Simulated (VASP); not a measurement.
A run of VASP 6.6.1 is set up as follows.

File INCAR:

```
ALGO = Normal
EDIFF = 1E-6
ENCUT = 500
GGA = CA
GGA_COMPAT = F
ISIF = 2
ISMEAR = -1
LASPH = T
LCHARG = F
LREAL = F
LWAVE = F
NBANDS = 19
NELM = 120
PREC = Accurate
SIGMA = 0.01
```

The input KPOINTS:

```
k-points
0
Gamma
  16 16 8
```

POSCAR

```
TiSe2
1.0
    3.4378409484      0.0000000000      0.0000000000
   -1.7189204742      2.9772575955      0.0000000000
    0.0000000000      0.0000000000      5.8061131787
Ti Se
1 2
Direct
    0.0000000000      0.0000000000      0.0000000000
    0.3333333333      0.6666666667      0.2648891889
    0.6666666667      0.3333333333     -0.2648891889
```

Potentials or basis: VASP PAW LDA potentials, release 64 (Ti_sv, Se).

Launch:

```bash
$ cat potpaw_LDA.64/Ti_sv/POTCAR potpaw_LDA.64/Se/POTCAR > POTCAR
$ mpirun -np 1 vasp_std > vasp.out
```

What does it give for the pressure?

0.3 GPa.

Predict the band gap on the k mesh.

zero (bands 12 and 13 overlap by 0.85 eV).

Predict the largest force.

0.039 eV/Å.

Forces on the atoms (eV/Å):
```
Ti   0.000  0.000  0.000
Se   0.000  0.000  0.039
Se   0.000  0.000 -0.039
```
